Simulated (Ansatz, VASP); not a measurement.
# Two plane-wave programs on Sr

The input INCAR:

```
SYSTEM = Sr
PREC     = Accurate       ! precision mode
ENCUT    = 520            ! plane-wave cutoff, eV
EDIFF    = 1E-6           ! SCF threshold, eV
ISMEAR   = 0              ! smearing method
SIGMA    = 0.15           ! smearing width, eV
LREAL    = .False.        ! projectors in reciprocal space
LASPH    = .True.         ! aspherical terms in the spheres
NELM     = 100            ! most SCF steps
ALGO     = Fast           ! electronic algorithm
ISIF     = 2              ! what is computed and relaxed
LWAVE    = .False.        ! write WAVECAR
LCHARG   = .True.         ! write CHGCAR
GGA      = PS             ! functional
LELF     = .True.         ! ELF
LVHAR    = .True.       
NBANDS   = 17             ! bands
```

File KPOINTS:

```
regular mesh
0
Gamma
  12 12 8
  0 0 0
```

The input POSCAR:

```
Sr
1.0
    4.5039502306      0.0000000000      0.0000000000
   -2.2519751153      3.9005353171      0.0000000000
    0.0000000000      0.0000000000      7.0500000000
Sr
2
Direct
    0.3333333333      0.6666666667      0.2500000000
    0.6666666667      0.3333333333      0.7500000000
```

Input for Ansatz:

```yaml
crystal:
  lattice:
    - [4.5039502306, 0.0, 0.0]
    - [-2.2519751153, 3.9005353171, 0.0]
    - [0.0, 0.0, 7.05]
  atoms:
    - { symbol: Sr, position: [0.3333333333, 0.6666666667, 0.25] }
    - { symbol: Sr, position: [0.6666666667, 0.3333333333, 0.75] }
basis:
  ecutwfc: 420
kpoints:
  mp_grid: { grid: [12, 12, 8] }
hamiltonian:
  xc: pbesol
scf:
  occupations: { method: gaussian, width: 0.15 }
output:
  forces: true
  stress: true
  eigenvalues: true
```

Change from the starting cell: strain +0.0450 x Voigt [1, 1, 0, 0, 0, 0], atoms carried along.

Alike in both runs: task single point; functional PBEsol; k mesh 12 × 12 × 8; occupations gaussian, width 0.15 eV; no spin polarisation.

|  | VASP | Ansatz |
| --- | --- | --- |
| version | VASP 6.6.1 | Ansatz 0.2.0 |
| potentials or method | VASP PAW PBE potentials, release 64 (Sr_sv), cutoff 520 eV | scalar-relativistic, plane waves, PAW |
| valence electrons in the cell | 20 | 20 |

```tsv
	VASP	Ansatz	Ansatz less VASP
gap on the k mesh at the Fermi level (eV)	none	none	-
pressure (GPa)	-1.5	-1.5	-0.01
traceless stress, the component that is largest in VASP (GPa)	0.43	0.43	-0.001
```

VASP's potentials were made for PBE, not for PBEsol. A gap of «none» marks a metal or a gap that the smearing closes.
